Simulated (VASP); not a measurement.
A run of VASP 6.6.1:

Contents of INCAR:

```
SYSTEM = KMgF3
PREC = Accurate
ENCUT = 520
EDIFF = 1E-7
ISMEAR = 0
SIGMA = 0.05
LREAL = .FALSE.
LASPH = .TRUE.
NELM = 100
ALGO = Normal
ISIF = 2
LWAVE = .FALSE.
LCHARG = .FALSE.
GGA = PS
NBANDS = 24
```

File KPOINTS:

```
Automatic mesh
0
G
  6 6 6
  0 0 0
```

POSCAR

```
KMgF3
1.0
    4.1054770000      0.0000000000      0.0000000000
    0.0000000000      4.1054770000      0.0000000000
    0.0000000000      0.0000000000      3.8663230000
K Mg F
1 1 3
Direct
    0.5000000000      0.5000000000      0.5000000000
    0.0000000000      0.0000000000      0.0000000000
    0.5000000000      0.0000000000      0.0000000000
    0.0000000000      0.5000000000      0.0000000000
    0.0000000000      0.0000000000      0.5000000000
```

Potentials or basis: VASP PAW PBE potentials, release 64 (K_sv, Mg, F).

Launch:

```console
$ cat potpaw_PBE.64/K_sv/POTCAR potpaw_PBE.64/Mg/POTCAR potpaw_PBE.64/F/POTCAR > POTCAR
$ mpirun -np 1 vasp_std > vasp.out
```

Hardware: 1 thread of Intel(R) Xeon(R) Platinum 8488C (Sapphire Rapids), on a shared host.

**Question.** Estimate the wall time of this run.

**Answer.** It took 46 s on 1 thread of Intel(R) Xeon(R) Platinum 8488C (Sapphire Rapids), with other jobs on the host, peak memory 0.21 GiB. Counts: scf iterations 14, k points 40.
